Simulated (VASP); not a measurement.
Crystal: Ta4W.

```xyz
5
Lattice="2.2850 1.3193 4.6643 -2.2850 1.3193 4.6643 0.0000 -2.6385 4.6643" Properties=species:S:1:pos:R:3 pbc="T T T"
Ta    0.0000    0.0000   12.5935
Ta    0.0000    0.0000    1.3993
Ta    0.0000    0.0000    9.7950
Ta    0.0000    0.0000    4.1978
W     0.0000    0.0000    6.9964
```

| Property | Result |
| --- | --- |
| Program | VASP 6.6.1 |
| Task | relaxation of cell and atoms |
| Functional | PBE |
| Potentials or basis | VASP PAW PBE potentials, release 64 (Ta_pv, W_sv) |
| Cutoff | 600 eV |
| k mesh | 6 × 6 × 6 |
| Occupations | gaussian, width 0.1 eV |
| Spin | no spin polarisation |

At the start: pressure 12.5 GPa; volume 16.87 Å³/atom.

Problem. Where does the relaxation end?

Solution. Over 6 steps the energy falls by 47.3 meV/atom and the volume is 17.81 Å³/atom (+5.6 %); space group R-3m (No. 166, to 0.1 Å) before and after.

Step by step:
```
step  energy change (eV)  largest force (eV/Å)  pressure (GPa)  volume (Å³)
   1              0.0000                0.6379           12.45        84.36
   2              0.7402                0.4586          -22.26       101.41
   3             -0.1906                0.6042           -0.98        89.38
   4             -0.1909                0.6055           -0.50        89.18
   5             -0.2238                0.3485           -0.25        89.12
   6             -0.2365                0.0324            0.03        89.05
```

Final structure:
```xyz
5
Lattice="2.3235 1.3415 4.7615 -2.3235 1.3415 4.7615 0.0000 -2.6830 4.7615" Properties=species:S:1:pos:R:3 pbc="T T T"
Ta    0.0000    0.0000   12.8196
Ta    0.0000    0.0000    1.4649
Ta    0.0000    0.0000    9.9368
Ta    0.0000    0.0000    4.3478
W     0.0000    0.0000    7.1423
```
